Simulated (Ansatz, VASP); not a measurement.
Two plane-wave programs on AlNi

Contents of INCAR:

```
SYSTEM = AlNi
PREC     = Accurate       ! precision mode
ENCUT    = 600            ! plane-wave cutoff, eV
EDIFF    = 1E-6           ! SCF threshold, eV
ISMEAR   = 0              ! smearing method
SIGMA    = 0.15           ! smearing width, eV
LREAL    = .False.        ! projectors in reciprocal space
LASPH    = .True.         ! aspherical terms in the spheres
NELM     = 120            ! most SCF steps
ALGO     = Normal         ! electronic algorithm
ISIF     = 2              ! what is computed and relaxed
LWAVE    = .False.        ! write WAVECAR
LCHARG   = .True.         ! write CHGCAR
GGA      = PS             ! functional
LELF     = .True.         ! ELF
LVHAR    = .True.       
NBANDS   = 14             ! bands
GGA_COMPAT= .False.
```

The input KPOINTS:

```
regular mesh
0
Gamma
  20 20 20
  0 0 0
```

The input POSCAR:

```
AlNi
1.0
    2.7906114132      0.0000000000      0.0000000000
    0.0000000000      2.7906114132      0.0000000000
    0.0000000000      0.0000000000      2.8621655520
Al Ni
1 1
Direct
    0.0000000000      0.0000000000      0.0000000000
    0.5000000000      0.5000000000      0.5000000000
```

Input for Ansatz:

```yaml
crystal:
  lattice:
    - [2.7906114132, 0.0, 0.0]
    - [0.0, 2.7906114132, 0.0]
    - [0.0, 0.0, 2.862165552]
  atoms:
    - { symbol: Al, position: [0.0, 0.0, 0.0] }
    - { symbol: Ni, position: [0.5, 0.5, 0.5] }
basis:
  ecutwfc: 420
kpoints:
  mp_grid: { grid: [20, 20, 20] }
hamiltonian:
  xc: pbesol
scf:
  occupations: { method: gaussian, width: 0.15 }
output:
  forces: true
  stress: true
  eigenvalues: true
```

Change from the starting cell: strain -0.025 along x and y, +0.000 along z, atoms carried along.

Alike in both runs: task single point; functional PBEsol; k mesh 20 × 20 × 20; occupations gaussian, width 0.15 eV; no spin polarisation.

|  | VASP | Ansatz |
| --- | --- | --- |
| version | VASP 6.6.1 | Ansatz 0.2.0 |
| potentials or method | VASP PAW PBE potentials, release 64 (Al, Ni), cutoff 600 eV | scalar-relativistic, plane waves, PAW |
| valence electrons in the cell | 13 | 21 |

|  | VASP | Ansatz | Ansatz less VASP |
| --- | --- | --- | --- |
| gap on the k mesh at the Fermi level (eV) | none | none | - |
| pressure (GPa) | 10.0 | 9.8 | -0.12 |
| traceless stress, the component that is largest in VASP (GPa) | -1.42 | -1.39 | +0.036 |

VASP's potentials were made for PBE, not for PBEsol. A gap of «none» marks a metal or a gap that the smearing closes. VASP's potentials hold 13 valence electrons a cell and Ansatz's 21, so a difference there can come from the potentials and not from the codes.
